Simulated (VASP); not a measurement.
# Ti (P6_3/mmc) in VASP: notebook

The runs below take Ti through single point, with r2SCAN.

Everything below comes from runs of VASP 6.6.1. Logs are shortened: lines on timing, memory, paths and dates and some standing lists are left out, and cuts for length are marked.

## (1) The cell of the first run

It takes space group P6_3/mmc (No. 194, hexagonal). Conventional cell: a = 3.033 Å, b = 3.033 Å, c = 4.433 Å, α = 90.00°, β = 90.00°, γ = 120.00°. Within 3.7 Å of Ti (site symmetry -6m2) lie 12 Ti at 2.82 to 3.03 Å.

## (2) Single point, r2SCAN

Contents of POSCAR:

```
Ti
1.0
    3.0331397821      0.0000000000      0.0000000000
   -1.5165698910      2.6267761045      0.0000000000
    0.0000000000      0.0000000000      4.4326234106
Ti
2
Direct
    0.3333333333      0.6666666667      0.2500000000
    0.6666666667      0.3333333333      0.7500000000
```

Contents of INCAR.step1:

```
ALGO     = Normal         # electronic algorithm
EDIFF    = 1E-4           # SCF threshold, eV
ENCUT    = 520            # plane-wave cutoff, eV
GGA      = PE             # functional
ISMEAR   = 0              # smearing method
LASPH    = T              # aspherical terms in the spheres
LCHARG   = F              # write CHGCAR
LREAL    = F              # projectors in reciprocal space
LWAVE    = T              # write WAVECAR
NBANDS   = 19             # bands
NELM     = 60             # most SCF steps
PREC     = Accurate       # precision mode
SIGMA    = 0.15           # smearing width, eV
```

Contents of INCAR.step2:

```
ALGO     = Normal         # electronic algorithm
EDIFF    = 1E-6           # SCF threshold, eV
ENCUT    = 520            # plane-wave cutoff, eV
ISIF     = 2              # what is computed and relaxed
ISMEAR   = 0              # smearing method
ISTART   = 1            
LASPH    = T              # aspherical terms in the spheres
LCHARG   = T              # write CHGCAR
LELF     = T              # ELF
LMIXTAU  = T            
LREAL    = F              # projectors in reciprocal space
LVHAR    = T            
LWAVE    = F              # write WAVECAR
METAGGA  = R2SCAN         # meta-GGA
NBANDS   = 19             # bands
NELM     = 60             # most SCF steps
PREC     = Accurate       # precision mode
SIGMA    = 0.15           # smearing width, eV
```

Contents of KPOINTS:

```
k-points
0
Gamma
  24 24 12
```

Potentials or basis: VASP PAW PBE potentials, release 64 (Ti_sv).

On the command line:

```bash
$ cat potpaw_PBE.64/Ti_sv/POTCAR > POTCAR
$ cp INCAR.step1 INCAR
$ mpirun -np 1 vasp_std > vasp.out
$ cp INCAR.step2 INCAR
$ mpirun -np 1 vasp_std > vasp.out
```

OUTCAR:

```text
EDIFF = 1E-6
   ENCUT = 520
   ISIF = 2
   ISMEAR = 0
   ISTART = 1
   LASPH = T
   LREAL = F
   METAGGA = R2SCAN
   NELM = 60
   PREC = Accurate

 ion  position               nearest neighbor table
   1  0.333  0.667  0.250-   2 2.82   2 2.82   2 2.82   2 2.82   2 2.82   2 2.82
   2  0.667  0.333  0.750-   1 2.82   1 2.82   1 2.82   1 2.82   1 2.82   1 2.82

  LATTYP: Found a hexagonal cell.
 ALAT       =     3.0331397821
 C/A-ratio  =     1.4613976701

  Lattice vectors:

 A1 = (   3.0331397821,   0.0000000000,   0.0000000000)
 A2 = (  -1.5165698910,   2.6267761045,   0.0000000000)
 A3 = (   0.0000000000,   0.0000000000,   4.4326234106)

Analysis of symmetry for initial positions (statically):
=====================================================================
 Subroutine PRICEL returns:
 Original cell was already a primitive cell.

 Routine SETGRP: Setting up the symmetry group for a
 hexagonal supercell.

 Subroutine GETGRP returns: Found 24 space group operations
 (whereof 12 operations were pure point group operations)
 out of a pool of 24 trial point group operations.

The static configuration has the point symmetry D_3d.
 The point group associated with its full space group is D_6h.

Analysis of symmetry for dynamics (positions and initial velocities):
=====================================================================
 Subroutine PRICEL returns:
 Original cell was already a primitive cell.

 Routine SETGRP: Setting up the symmetry group for a
 hexagonal supercell.

 Subroutine GETGRP returns: Found 24 space group operations
 (whereof 12 operations were pure point group operations)
 out of a pool of 24 trial point group operations.

The dynamic configuration has the point symmetry D_3d.
 The point group associated with its full space group is D_6h.

 Subroutine INISYM returns: Found 24 space group operations
 (whereof 12 operations are pure point group operations),
 and found     1 'primitive' translations

----------------------------------------------------------------------------------------

                                     Primitive cell

  volume of cell :      35.3164

  direct lattice vectors                    reciprocal lattice vectors
     3.033139782  0.000000000  0.000000000     0.329691367  0.190347399  0.000000000
    -1.516569891  2.626776105  0.000000000     0.000000000  0.380694799  0.000000000
     0.000000000  0.000000000  4.432623411     0.000000000  0.000000000  0.225600036

  length of vectors
     3.033139782  3.033139782  4.432623411     0.380694799  0.380694799  0.225600036

  position of ions in fractional coordinates (direct lattice)
     0.333333333  0.666666667  0.250000000
     0.666666667  0.333333333  0.750000000

  ion indices of the primitive-cell ions
   primitive index   ion index
                 1           1
                 2           2

----------------------------------------------------------------------------------------

 KPOINTS: k-points

Automatic generation of k-mesh.
 Grid dimensions read from file:
 generate k-points for:   24   24   12

 Generating k-lattice:

  Cartesian coordinates                     Fractional coordinates (reciprocal lattice)
     0.013737140  0.007931142  0.000000000     0.041666667 -0.000000000  0.000000000
     0.000000000  0.015862283  0.000000000     0.000000000  0.041666667  0.000000000
     0.000000000  0.000000000  0.018800003     0.000000000  0.000000000  0.083333333

  Length of vectors
     0.015862283  0.015862283  0.018800003

  Shift w.r.t. Gamma in fractional coordinates (k-lattice)
     0.000000000  0.000000000  0.000000000

 Subroutine IBZKPT returns following result:
 ===========================================

 Found    427 irreducible k-points:

 Following reciprocal coordinates:
            Coordinates               Weight
  0.000000  0.000000  0.000000      1.000000
  0.041667 -0.000000  0.000000      6.000000
  0.083333  0.000000  0.000000      6.000000
  0.125000 -0.000000  0.000000      6.000000
  0.166667  0.000000  0.000000      6.000000
  0.208333  0.000000  0.000000      6.000000
[... 16 lines left out ...]
  0.416667  0.041667  0.000000     12.000000
  0.458333  0.041667  0.000000     12.000000
 [... further k-points ...]
   k-points           NKPTS =    427   k-points in BZ     NKDIM =    427   number of bands    NBANDS=     19
   number of dos      NEDOS =    301   number of ions     NIONS =      2
   total plane-waves  NPLWV =  20736
   dimension x,y,z NGX =    24 NGY =   24 NGZ =   36
   dimension x,y,z NGXF=    48 NGYF=   48 NGZF=   72
   ions per type =               2
   NGX,Y,Z   is equivalent  to a cutoff of  13.15, 13.15, 13.50 a.u.
   NGXF,Y,Z  is equivalent  to a cutoff of  26.31, 26.31, 27.00 a.u.
 SYSTEM =  unknown system
   PREC   = accura    normal or accurate (medium, high low for compatibility)
   ISTART =      1    job   : 0-new  1-cont  2-samecut
   ICHARG =      0    charge: 1-file 2-atom 10-const
   ISPIN  =      1    spin polarized calculation?
   LNONCOLLINEAR =      F non collinear calculations
   LSORBIT =      F    spin-orbit coupling
   LASPH  =      T    aspherical Exc in radial PAW
   ENCUT  =  520.0 eV  38.22 Ry    6.18 a.u.   5.64  5.64  8.24*2*pi/ulx,y,z
   NELM   =     60;   NELMIN=  2; NELMDL=  0     # of ELM steps
   EDIFF  = 0.1E-05   stopping-criterion for ELM
   LREAL  =      F    real-space projection
   EDIFFG = 0.1E-04   stopping-criterion for IOM
   NSW    =      0    number of steps for IOM
   IBRION =     -1    ionic relax: 0-MD 1-quasi-New 2-CG
   NFREE  =      0    steps in history (QN), initial steepest desc. (CG)
   ISIF   =      2    stress and relaxation
   ISYM   =      2    0-nonsym 1-usesym 2-fastsym
   POTIM  = 0.5000    time-step for ionic-motion
   TEBEG  =    0.0;   TEEND  =   0.0 temperature during run
   PSTRESS=    0.0 pullay stress
   NELECT =      24.0000    total number of electrons
   NUPDOWN=      -1.0000    fix difference up-down
   EMIN   =  10.00;   EMAX   =-10.00  energy-range for DOS
   EFERMI =   0.00;   METHOD = LEGACY
   ISMEAR =     0;   SIGMA  =   0.15  broadening in eV -4-tet -1-fermi 0-gaus
   EFERMI_NEDOS =   21; number of points for ismear=-14 and -15
   IALGO  =     38    algorithm
   IMIX   =      4    mixing-type and parameters
     AMIX     =   0.40;   BMIX     =  1.00
     AMIX_MAG =   1.60;   BMIX_MAG =  1.00
  volume/ion in A,a.u.               =      17.66       119.16
  Fermi-wavevector in a.u.,A,eV,Ry     =   1.439306  2.719894 28.185854  2.071602
  Thomas-Fermi vector in A             =   2.558176
   LORBIT       =      0    0 simple, 1 ext, 2 COOP (PROOUT), +10 PAW based schemes
   METAGGA = R2SCAN    functional components
   LHFCALC =     F    Hartree Fock is set to
   AEXX    =    0.0000 exact exchange contribution
   IVDW    =     0    specifies the selected vdW correction
   LEPSILON=     F    determine dielectric tensor
   LRPA    =     F    only Hartree local field effects (RPA)
 non-spin polarized calculation
 Gauss-broadening in eV      SIGMA  =   0.15
  energy-cutoff  :      520.00
  volume of cell :       35.32
 maximum number of plane-waves:      1000
 NGX is ok and might be reduce to    24

 number of electron      23.9999998 magnetization

 Free energy of the ion-electron system (eV)
  ---------------------------------------------------
  ext. energy  EPLUGINS =         0.00000000
  ---------------------------------------------------
  free energy    TOTEN  =       -25.85617866 eV

  energy without entropy =      -25.83657346  energy(sigma->0) =      -25.84637606

 E-fermi :   8.2503     XC(G=0): -12.3062

 val. band max:        8.2499909662   @ k =   0.2500   0.2500   0.4167
 cond. band min:       8.2509989554   @ k =   0.3750   0.2083   0.4167
 fundamental gap:      0.0010079892
 Fermi energy:         8.2502580797

 k-point     1 :       0.0000    0.0000    0.0000
  band No.  band energies     occupation
      1     -51.0716      2.00000
      2     -50.8953      2.00000
      3     -26.6736      2.00000
      4     -26.0287      2.00000
      5     -26.0287      2.00000
      6     -25.8841      2.00000
[... 11 lines left out ...]
     18       9.6793      0.00000
     19      11.5031      0.00000

 k-point     2 :       0.0417   -0.0000    0.0000
  band No.  band energies     occupation
      1     -51.0700      2.00000
      2     -50.8951      2.00000
      3     -26.6697      2.00000
      4     -26.0347      2.00000
      5     -26.0312      2.00000
      6     -25.8905      2.00000
[... 11 lines left out ...]
     18       9.7394      0.00000
     19      11.5223      0.00000

 k-point     3 :       0.0833    0.0000    0.0000
  band No.  band energies     occupation
      1     -51.0655      2.00000
      2     -50.8946      2.00000
      3     -26.6583      2.00000
      4     -26.0523      2.00000
      5     -26.0384      2.00000
      6     -25.9095      2.00000
[... 11 lines left out ...]
     18       9.8748      0.00000
     19      11.5749      0.00000

 k-point     4 :       0.1250   -0.0000    0.0000
  band No.  band energies     occupation
      1     -51.0582      2.00000
      2     -50.8939      2.00000
      3     -26.6395      2.00000
      4     -26.0805      2.00000
      5     -26.0496      2.00000
      6     -25.9393      2.00000
[... 407 lines left out ...]
     18      11.7388      0.00000
     19      12.0762      0.00000

 k-point    23 :       0.4167    0.0417    0.0000
  band No.  band energies     occupation
      1     -50.9669      2.00000
      2     -50.9016      2.00000
      3     -26.3792      2.00000
      4     -26.3746      2.00000
      5     -26.2218      2.00000
      6     -26.1555      2.00000
[... 11 lines left out ...]
     18      12.1001      0.00000
     19      12.1254      0.00000

 k-point    24 :       0.4583    0.0417    0.0000
  band No.  band energies     occupation
      1     -50.9614      2.00000
      2     -50.9037      2.00000
      3     -26.3919      2.00000
      4     -26.3557      2.00000
      5     -26.2317      2.00000
      6     -26.1603      2.00000
[... 11 lines left out ...]
     18      12.1120      0.00000
     19      12.4930      0.00000

 [... further k-points ...]

------------------------ aborting loop because EDIFF is reached ----------------------------------------

  FORCE on cell =-STRESS in cart. coord.  units (eV):
  Direction    XX          YY          ZZ          XY          YZ          ZX
  --------------------------------------------------------------------------------------
  -------------------------------------------------------------------------------------
  Total       -1.0461552     -1.0461552      0.8830195     -0.0000000      0.0000000      0.0000000
  in kB      -47.4602882    -47.4602882     40.0594091     -0.0000000      0.0000000      0.0000000
  external PRESSURE =     -18.2870558 kB  Pullay stress =       0.0000000 kB

 VOLUME and BASIS-vectors are now :
 -----------------------------------------------------------------------------
  energy-cutoff  :      520.00
  volume of cell :       35.32
      direct lattice vectors                 reciprocal lattice vectors
     3.033139782  0.000000000  0.000000000     0.329691367  0.190347399  0.000000000
    -1.516569891  2.626776105  0.000000000     0.000000000  0.380694799  0.000000000
     0.000000000  0.000000000  4.432623411     0.000000000  0.000000000  0.225600036

 POSITION                                       TOTAL-FORCE (eV/Angst)
 -----------------------------------------------------------------------------------
     -0.00000      1.75118      1.10816        -0.000000      0.000000      0.000000
      1.51657      0.87559      3.32447         0.000000     -0.000000      0.000000
 -----------------------------------------------------------------------------------
    total drift:                               -0.000000      0.000000     -0.000000

  FREE ENERGIE OF THE ION-ELECTRON SYSTEM (eV)
  ---------------------------------------------------
  free  energy   TOTEN  =       -25.8561786642 eV

  energy  without entropy=      -25.8365734640  energy(sigma->0) =      -25.84637606
```

Wall time 10 min (1 thread of Intel Xeon 6975P-C, shared host); peak memory 0.35 GiB.

Results:

```
Free energy            : -25.8562 eV
Pressure               : -1.8 GPa
Band gap on the k mesh : zero (band 12 reaches 9.08 eV, above the bottom of band 13 at 7.84 eV)
```

Caveat: the PAW data sets were made with another functional, which shifts forces and pressure a little.

## (3) Single point, r2SCAN

This run uses another cell than the first one, of the same volume but with other edges.

Contents of POSCAR:

```
Ti
1.0
    2.8577493804      0.0000000000      0.0000000000
   -1.4288746902      2.4748835611      0.0000000000
    0.0000000000      0.0000000000      4.9934120815
Ti
2
Direct
    0.3333333333      0.6666666667      0.2500000000
    0.6666666667      0.3333333333      0.7500000000
```

Contents of INCAR.step1:

```
PREC     = Accurate       # precision mode
ENCUT    = 520            # plane-wave cutoff, eV
ISMEAR   = 0              # smearing method
SIGMA    = 0.15           # smearing width, eV
LREAL    = False          # projectors in reciprocal space
LASPH    = True           # aspherical terms in the spheres
NELM     = 100            # most SCF steps
NBANDS   = 19             # bands
GGA      = PE             # functional
ALGO     = Normal         # electronic algorithm
EDIFF    = 1E-4           # SCF threshold, eV
LWAVE    = True           # write WAVECAR
LCHARG   = False          # write CHGCAR
```

Contents of INCAR.step2:

```
PREC     = Accurate       # precision mode
ENCUT    = 520            # plane-wave cutoff, eV
EDIFF    = 1E-6           # SCF threshold, eV
ISMEAR   = 0              # smearing method
SIGMA    = 0.15           # smearing width, eV
LREAL    = False          # projectors in reciprocal space
LASPH    = True           # aspherical terms in the spheres
NELM     = 100            # most SCF steps
ALGO     = Normal         # electronic algorithm
ISIF     = 2              # what is computed and relaxed
LWAVE    = False          # write WAVECAR
LCHARG   = False          # write CHGCAR
METAGGA  = R2SCAN         # meta-GGA
LMIXTAU  = True         
NBANDS   = 19             # bands
ISTART   = 1
```

Contents of KPOINTS:

```
Automatic mesh
0
Gamma
  24 24 12
```

Potentials or basis: VASP PAW PBE potentials, release 64 (Ti_sv).

On the command line:

```bash
$ cat potpaw_PBE.64/Ti_sv/POTCAR > POTCAR
$ cp INCAR.step1 INCAR
$ mpirun -np 1 vasp_std > vasp.out
$ cp INCAR.step2 INCAR
$ mpirun -np 1 vasp_std > vasp.out
```

Wall time 10 min (1 thread of Intel Xeon 6975P-C, shared host); peak memory 0.35 GiB.

Results (log left out):

```
Free energy            : -25.8157 eV
Pressure               : -1.8 GPa
Band gap on the k mesh : zero (band 12 reaches 8.56 eV, above the bottom of band 13 at 7.80 eV)
```

Stress tensor (GPa, compression positive):
```
  2.34   0.00   0.00
  0.00   2.34   0.00
  0.00   0.00 -10.23
```

Levels at points of the mesh, in eV from the Fermi level:
```tsv
k point	band 9	band 10	band 11	band 12	band 13	band 14	band 15	band 16
(0.00, 0.00, 0.00)	-6.56	-2.90	-0.35	0.36	0.99	0.99	1.35	1.35
(0.50, 0.00, 0.00)	-2.38	-2.19	-1.97	-0.43	0.34	0.91	1.15	3.60
(0.00, 0.00, 0.50)	-4.87	-4.87	-0.32	-0.32	1.02	1.02	1.02	1.02
(0.50, 0.00, 0.50)	-2.61	-2.61	-1.02	-1.02	1.35	1.35	2.19	2.19
```

Caveat: the PAW data sets were made with another functional, which shifts forces and pressure a little.
